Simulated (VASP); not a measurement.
# HfO2 (Fm-3m) in VASP: settings compared, part 2 of 2

VASP 6.6.1. The steps go on from the part before.

### 3 Single point, revPBE+D4

The input, INCAR:

```
SYSTEM = HfO2
PREC     = Accurate       ! precision mode
ENCUT    = 520            ! plane-wave cutoff, eV
EDIFF    = 1E-7           ! SCF threshold, eV
ISMEAR   = -1             ! smearing method
SIGMA    = 0.05           ! smearing width, eV
LREAL    = .FALSE.        ! projectors in reciprocal space
LASPH    = .TRUE.         ! aspherical terms in the spheres
NELM     = 100            ! most SCF steps
ALGO     = Normal         ! electronic algorithm
ISIF     = 2              ! what is computed and relaxed
LWAVE    = .FALSE.        ! write WAVECAR
LCHARG   = .FALSE.        ! write CHGCAR
GGA      = RE             ! functional
IVDW     = 13             ! dispersion correction
NBANDS   = 18             ! bands
```

The input, KPOINTS:

```
Automatic mesh
0
G
  9 9 9
  0 0 0
```

The input, POSCAR:

```
HfO2
1.0
    0.0000000000      2.5375605267      2.5375605267
    2.5375605267      0.0000000000      2.5375605267
    2.5375605267      2.5375605267      0.0000000000
Hf O
1 2
Direct
    0.0000000000      0.0000000000      0.0000000000
    0.7500000000      0.7500000000      0.7500000000
    0.2500000000      0.2500000000      0.2500000000
```

Potentials or basis: VASP PAW PBE potentials, release 64 (Hf_pv, O).

The run is started by

```sh
cat potpaw_PBE.64/Hf_pv/POTCAR potpaw_PBE.64/O/POTCAR > POTCAR
mpirun -np 1 vasp_std > vasp.out
```

OUTCAR:

```text
SYSTEM = HfO2
   PREC = Accurate
   ENCUT = 520
   EDIFF = 1E-7
   ISMEAR = -1
   LREAL = .FALSE.
   LASPH = .TRUE.
   NELM = 100
   ISIF = 2
   GGA = RE
   IVDW = 13

 ion  position               nearest neighbor table
   1  0.000  0.000  0.000-   2 2.20   2 2.20   2 2.20   2 2.20   3 2.20   3 2.20   3 2.20   3 2.20

   2  0.750  0.750  0.750-   1 2.20   1 2.20   1 2.20   1 2.20
   3  0.250  0.250  0.250-   1 2.20   1 2.20   1 2.20   1 2.20

  LATTYP: Found a face centered cubic cell.
 ALAT       =     5.0751210534

  Lattice vectors:

 A1 = (   0.0000000000,   2.5375605267,   2.5375605267)
 A2 = (   2.5375605267,   0.0000000000,   2.5375605267)
 A3 = (   2.5375605267,   2.5375605267,   0.0000000000)

Analysis of symmetry for initial positions (statically):
=====================================================================
 Subroutine PRICEL returns:
 Original cell was already a primitive cell.

 Routine SETGRP: Setting up the symmetry group for a
 face centered cubic supercell.

 Subroutine GETGRP returns: Found 48 space group operations
 (whereof 48 operations were pure point group operations)
 out of a pool of 48 trial point group operations.

The static configuration has the point symmetry O_h .

Analysis of symmetry for dynamics (positions and initial velocities):
=====================================================================
 Subroutine PRICEL returns:
 Original cell was already a primitive cell.

 Routine SETGRP: Setting up the symmetry group for a
 face centered cubic supercell.

 Subroutine GETGRP returns: Found 48 space group operations
 (whereof 48 operations were pure point group operations)
 out of a pool of 48 trial point group operations.

The dynamic configuration has the point symmetry O_h .

 Subroutine INISYM returns: Found 48 space group operations
 (whereof 48 operations are pure point group operations),
 and found     1 'primitive' translations

----------------------------------------------------------------------------------------

[... 114 lines left out ...]
     AMIX_MAG =   1.60;   BMIX_MAG =  1.00
  volume/ion in A,a.u.               =      10.89        73.51
  Fermi-wavevector in a.u.,A,eV,Ry     =   1.434793  2.711366 28.009383  2.058632
  Thomas-Fermi vector in A             =   2.554163
   LORBIT       =      0    0 simple, 1 ext, 2 COOP (PROOUT), +10 PAW based schemes
   GGA     = RE    functional components
   LHFCALC =     F    Hartree Fock is set to
   AEXX    =    0.0000 exact exchange contribution
   IVDW    =    13    specifies the selected vdW correction
   LEPSILON=     F    determine dielectric tensor
   LRPA    =     F    only Hartree local field effects (RPA)
 non-spin polarized calculation
  energy-cutoff  :      520.00
  volume of cell :       32.68
 maximum number of plane-waves:       899
   NGX = 13   NGY = 13   NGZ = 13

 number of electron      21.9999991 magnetization

 Free energy of the ion-electron system (eV)
  ---------------------------------------------------
  ext. energy  EPLUGINS =         0.00000000
  ---------------------------------------------------
  free energy    TOTEN  =       -29.08827523 eV

  energy without entropy =      -29.08827523  energy(sigma->0) =      -29.08827523

 E-fermi :   5.4400     XC(G=0): -11.6780

 val. band max:        4.3071119610   @ k =  -0.4444   0.4444   0.0000
 cond. band min:       8.2871261067   @ k =   0.0000   0.0000   0.0000
 fundamental gap:      3.9800141457
 Fermi energy:         5.4399655921

 k-point     1 :       0.0000    0.0000    0.0000
  band No.  band energies     occupation
      1     -25.3859      2.00000
      2     -25.3859      2.00000
      3     -25.3859      2.00000
      4     -14.4100      2.00000
      5     -11.4224      2.00000
      6      -0.9550      2.00000
[... 481 lines left out ...]
      5     -12.3638      2.00000
      6      -1.9165      2.00000
[... 10 lines left out ...]
     17      16.4894      0.00000
     18      17.8633      0.00000

 [... further k-points ...]

------------------------ aborting loop because EDIFF is reached ----------------------------------------

  DFT-D4 for vdW energy calculation

  Edisp (eV):   -1.10788

  FORCE on cell =-STRESS in cart. coord.  units (eV):
  Direction    XX          YY          ZZ          XY          YZ          ZX
  --------------------------------------------------------------------------------------
  -------------------------------------------------------------------------------------
  Total      -0.78596    -0.78596    -0.78596    -0.00000    -0.00000     0.00000
  in kB     -38.53295   -38.53295   -38.53295    -0.00000    -0.00000     0.00000
  external pressure =      -38.53 kB  Pullay stress =        0.00 kB

 VOLUME and BASIS-vectors are now :
 -----------------------------------------------------------------------------
  energy-cutoff  :      520.00
  volume of cell :       32.68
      direct lattice vectors                 reciprocal lattice vectors
     0.000000000  2.537560527  2.537560527    -0.197039635  0.197039635  0.197039635
     2.537560527  0.000000000  2.537560527     0.197039635 -0.197039635  0.197039635
     2.537560527  2.537560527  0.000000000     0.197039635  0.197039635 -0.197039635

 POSITION                                       TOTAL-FORCE (eV/Angst)
 -----------------------------------------------------------------------------------
      0.00000      0.00000      0.00000        -0.000000     -0.000000     -0.000000
      3.80634      3.80634      3.80634         0.000000      0.000000      0.000000
      1.26878      1.26878      1.26878        -0.000000     -0.000000     -0.000000
 -----------------------------------------------------------------------------------
    total drift:                                0.000000      0.000000      0.000000

  FREE ENERGIE OF THE ION-ELECTRON SYSTEM (eV)
  ---------------------------------------------------
  free  energy   TOTEN  =       -30.1961579639 eV

  energy  without entropy=      -30.1961579639  energy(sigma->0) =      -30.19615796
```

OSZICAR:

```text
N       E                     dE             d eps       ncg     rms          rms(c)
DAV:   1     0.938341510305E+02    0.93834E+02   -0.12830E+04  1260   0.121E+03
DAV:   2    -0.309223389446E+02   -0.12476E+03   -0.12019E+03  1610   0.288E+02
DAV:   3    -0.348141423616E+02   -0.38918E+01   -0.38800E+01  1438   0.456E+01
DAV:   4    -0.348345948626E+02   -0.20453E-01   -0.20449E-01  1564   0.377E+00
DAV:   5    -0.348347185044E+02   -0.12364E-03   -0.12364E-03  1474   0.269E-01    0.474E+01
DAV:   6    -0.291818096329E+02    0.56529E+01   -0.19992E+01  1288   0.322E+01    0.411E+01
DAV:   7    -0.291098876985E+02    0.71922E-01   -0.64309E-01  1432   0.665E+00    0.288E+01
DAV:   8    -0.291098959928E+02   -0.82942E-05   -0.29311E-01  1340   0.504E+00    0.966E+00
DAV:   9    -0.290874611604E+02    0.22435E-01   -0.68344E-02  1346   0.222E+00    0.257E+00
DAV:  10    -0.290881668526E+02   -0.70569E-03   -0.41203E-03  1382   0.491E-01    0.100E-01
DAV:  11    -0.290882393769E+02   -0.72524E-04   -0.22343E-04  1490   0.126E-01    0.280E-01
DAV:  12    -0.290882729496E+02   -0.33573E-04   -0.10485E-04  1366   0.659E-02    0.543E-02
DAV:  13    -0.290882746499E+02   -0.17003E-05   -0.43342E-06  1486   0.155E-02    0.988E-03
DAV:  14    -0.290882753159E+02   -0.66607E-06   -0.73057E-07  1380   0.589E-03    0.783E-03
DAV:  15    -0.290882752265E+02    0.89431E-07   -0.34487E-08  1134   0.129E-03
   1 F= -.30196158E+02 E0= -.30196158E+02  d E =-.622366E-11
```

It took 11 s on 1 thread of Intel Xeon 6975P-C (Granite Rapids), shared host; peak memory 0.17 GiB.

What came out:

- Free energy: -30.1962 eV
- Pressure: -3.9 GPa
- Band gap on the k mesh: 3.98 eV (least direct gap 4.10 eV)
- Dispersion energy per atom: -0.369 eV

Caveat: the cell stands under tension; the PAW data sets were made with another functional, which shifts forces and pressure a little; spin-orbit coupling is left out, which moves the levels of the heavy elements; an odd mesh through Γ misses points on the zone boundary, where band edges can lie.

### 4 Single point, BLYP+D3(BJ)

This run uses another cell than the first one, of 10.97 Å³/atom.

The input, INCAR:

```
SYSTEM = HfO2
  PREC = Accurate
  ENCUT = 520
  EDIFF = 1E-6
  ISMEAR = -1
  SIGMA = 0.05
  LREAL = .FALSE.
  LASPH = .TRUE.
  NELM = 60
  ALGO = Normal
  ISIF = 2
  LWAVE = .FALSE.
  LCHARG = .FALSE.
  GGA = B5
  ALDAX = 1.0
  AGGAX = 1.0
  AGGAC = 1.0
  ALDAC = 0.0
  IVDW = 12
  VDW_S6 = 1.0
  VDW_S8 = 2.6996
  VDW_A1 = 0.4298
  VDW_A2 = 4.2359
  NBANDS = 18
```

KPOINTS is that of step 3.

The input, POSCAR:

```
HfO2
1.0
    0.0000000000      2.5431736757      2.5431736757
    2.5431736757      0.0000000000      2.5431736757
    2.5431736757      2.5431736757      0.0000000000
Hf O
1 2
Direct
    0.0000000000      0.0000000000      0.0000000000
    0.7500000000      0.7500000000      0.7500000000
    0.2500000000      0.2500000000      0.2500000000
```

The run is started by

```sh
cat potpaw_PBE.64/Hf_pv/POTCAR potpaw_PBE.64/O/POTCAR > POTCAR
mpirun -np 1 vasp_std > vasp.out
```

Wall time 14 s (1 thread of Intel Xeon 6975P-C (Granite Rapids), shared host); peak memory 0.17 GiB.

It converged, with:

```yaml
Free_energy: -30.5130 eV
Pressure: -3.0 GPa
Band_gap_on_the_k_mesh: 3.93 eV (least direct gap 4.08 eV)
Dispersion_energy_per_atom: -0.538 eV
```

Levels at points of the mesh, in eV from the valence-band top:
| k point | band 8 | band 9 | band 10 | band 11 | band 12 | band 13 | band 14 | band 15 |
| --- | --- | --- | --- | --- | --- | --- | --- | --- |
| (0.00, 0.00, 0.00) | -5.17 | -0.54 | -0.54 | -0.54 | 3.93 | 3.93 | 6.13 | 10.30 |

Caveat: the PAW data sets were made with another functional, which shifts forces and pressure a little; spin-orbit coupling is left out, which moves the levels of the heavy elements; an odd mesh through Γ misses points on the zone boundary, where band edges can lie.

### 5 Single point, BLYP+D4

This run uses another cell than the first one, of 11.05 Å³/atom.

The input, INCAR:

```
SYSTEM = HfO2
PREC     = Accurate       ! precision mode
ENCUT    = 520            ! plane-wave cutoff, eV
EDIFF    = 1E-6           ! SCF threshold, eV
ISMEAR   = -1             ! smearing method
SIGMA    = 0.05           ! smearing width, eV
LREAL    = .False.        ! projectors in reciprocal space
LASPH    = .True.         ! aspherical terms in the spheres
NELM     = 80             ! most SCF steps
ALGO     = Normal         ! electronic algorithm
ISIF     = 2              ! what is computed and relaxed
LWAVE    = .False.        ! write WAVECAR
LCHARG   = .False.        ! write CHGCAR
GGA      = B5             ! functional
ALDAX    = 1.0          
AGGAX    = 1.0          
AGGAC    = 1.0          
ALDAC    = 0.0          
IVDW     = 13             ! dispersion correction
VDW_S6   = 1.0          
VDW_S8   = 2.34076671   
VDW_A1   = 0.44488865   
VDW_A2   = 4.0933009    
NBANDS   = 18             ! bands
```

The input, KPOINTS:

```
regular mesh
0
Gamma
  9 9 9
  0 0 0
```

The input, POSCAR:

```
HfO2
1.0
    0.0000000000      2.5498039526      2.5498039526
    2.5498039526      0.0000000000      2.5498039526
    2.5498039526      2.5498039526      0.0000000000
Hf O
1 2
Direct
    0.0000000000      0.0000000000      0.0000000000
    0.7500000000      0.7500000000      0.7500000000
    0.2500000000      0.2500000000      0.2500000000
```

The run is started by

```sh
cat potpaw_PBE.64/Hf_pv/POTCAR potpaw_PBE.64/O/POTCAR > POTCAR
mpirun -np 1 vasp_std > vasp.out
```

Run time: 15 s. Hardware: 1 thread of Intel Xeon 6975P-C (Granite Rapids), shared host; peak memory 0.17 GiB.

It converged, with:

```
Free energy                : -29.9751 eV
Pressure                   : -2.9 GPa
Band gap on the k mesh     : 3.91 eV (least direct gap 4.05 eV)
Dispersion energy per atom : -0.356 eV
```

Levels at points of the mesh, in eV from the valence-band top:
| k point | band 8 | band 9 | band 10 | band 11 | band 12 | band 13 | band 14 | band 15 |
| --- | --- | --- | --- | --- | --- | --- | --- | --- |
| (0.00, 0.00, 0.00) | -5.12 | -0.54 | -0.54 | -0.54 | 3.91 | 3.91 | 6.06 | 10.21 |

Caveat: the PAW data sets were made with another functional, which shifts forces and pressure a little; spin-orbit coupling is left out, which moves the levels of the heavy elements; an odd mesh through Γ misses points on the zone boundary, where band edges can lie.

### 6 Single point, PBE

This run uses another cell than the first one, of 11.15 Å³/atom.

The input, INCAR:

```
SYSTEM = HfO2
  ALGO = Normal
  EDIFF = 1E-6
  ENCUT = 520
  GGA = PE
  ISIF = 2
  ISMEAR = 0
  LASPH = .True.
  LCHARG = .False.
  LREAL = .False.
  LWAVE = .False.
  NBANDS = 18
  NELM = 60
  PREC = Accurate
  SIGMA = 0.03
```

The input, KPOINTS:

```
k-points
0
Gamma
  9 9 9
  0 0 0
```

The input, POSCAR:

```
HfO2
1.0
    0.0000000000      2.5575000000      2.5575000000
    2.5575000000      0.0000000000      2.5575000000
    2.5575000000      2.5575000000      0.0000000000
Hf O
1 2
Direct
    0.0000000000      0.0000000000      0.0000000000
    0.7500000000      0.7500000000      0.7500000000
    0.2500000000      0.2500000000      0.2500000000
```

Potentials or basis: VASP PAW PBE potentials, release 64 (Hf_pv, O).

The run is started by

```sh
cat potpaw_PBE.64/Hf_pv/POTCAR potpaw_PBE.64/O/POTCAR > POTCAR
mpirun -np 1 vasp_std > vasp.out
```

Wall time 9 s (1 thread of Intel Xeon 6975P-C (Granite Rapids), shared host); peak memory 0.16 GiB.

The run converged. Its results:

```yaml
Free_energy: -30.2336 eV
Pressure: -6.0 GPa
Band_gap_on_the_k_mesh: 3.84 eV (least direct gap 3.95 eV)
```

Levels at points of the mesh, in eV from the valence-band top:
```
           k point  band 8  band 9  band 10  band 11  band 12  band 13  band 14  band 15
(0.00, 0.00, 0.00)   -5.13   -0.54    -0.54    -0.54     3.86     3.86     5.67    10.14
```

Caveat: the cell stands under tension; spin-orbit coupling is left out, which moves the levels of the heavy elements; an odd mesh through Γ misses points on the zone boundary, where band edges can lie. As with any semilocal functional, this PBE gap is likely too small.

### 7 Summary

```csv
level,cell,smearing,gap on the mesh (eV),pressure (GPa)
revPBE+D3(BJ),"a = 3.589 Å, angles 60.0°, 3 atoms",fermi-dirac 0.05 eV,3.98,-3.9
revPBE+D4,"a = 3.589 Å, angles 60.0°, 3 atoms",fermi-dirac 0.05 eV,3.98,-3.9
BLYP+D3(BJ),"a = 3.597 Å, angles 60.0°, 3 atoms",fermi-dirac 0.05 eV,3.93,-3.0
BLYP+D4,"a = 3.606 Å, angles 60.0°, 3 atoms",fermi-dirac 0.05 eV,3.91,-2.9
PBE,"a = 3.617 Å, angles 60.0°, 3 atoms",gaussian 0.03 eV,3.84,-6.0
```

Alike in all rows: task single point; potentials or basis VASP PAW PBE potentials, release 64 (Hf_pv, O); no spin polarisation; k mesh 9 × 9 × 9; cutoff (eV) 520.

Caveats: spin-orbit coupling is left out, which moves the levels of the heavy elements; an odd mesh through Γ misses points on the zone boundary, where band edges can lie; the PAW data sets were made with another functional, which shifts forces and pressure a little (at least some runs); the cell stands under tension (at least some runs).

Total energies depend on the potentials used, so only differences within one code and one set of settings carry meaning.
